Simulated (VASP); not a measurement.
A run of VASP 6.6.1:

Contents of INCAR:

```
SYSTEM = SiSn2
PREC = Accurate
ENCUT = 600
EDIFF = 1E-7
ISMEAR = 0
SIGMA = 0.1
LREAL = .FALSE.
LASPH = .TRUE.
NELM = 100
ALGO = Fast
ISIF = 3
LWAVE = .FALSE.
LCHARG = .FALSE.
GGA = PE
IBRION = 2
NSW = 100
EDIFFG = -0.01
```

File KPOINTS:

```
regular mesh
0
G
  12 12 12
  0 0 0
```

POSCAR

```
SiSn2
1.0
    2.7096670528      1.5644270023      2.8641317844
   -2.7096670528      1.5644270023      2.8641317844
    0.0000000000     -3.1288540047      2.8641317844
Si Sn
1 2
Direct
    0.0000000000      0.0000000000      0.0000000000
    0.3155642270      0.3155642270      0.3155642270
    0.6844357730      0.6844357730      0.6844357730
```

Potentials or basis: VASP PAW PBE potentials, release 64 (Si, Sn_d).

Run with:

```console
$ cat potpaw_PBE.64/Si/POTCAR potpaw_PBE.64/Sn_d/POTCAR > POTCAR
$ mpirun -np 1 vasp_std > vasp.out
```

Hardware: 1 thread of Intel(R) Xeon(R) Platinum 8259CL CPU @ 2.50GHz (Skylake/Cascade Lake), on a shared host.

Task: How long does it take, and how much memory?

Result: Wall time 29 min on 1 thread of Intel(R) Xeon(R) Platinum 8259CL CPU @ 2.50GHz (Skylake/Cascade Lake), on a shared host, peak memory 0.44 GiB. Counts: scf iterations 53, k points 189, ion steps 5.
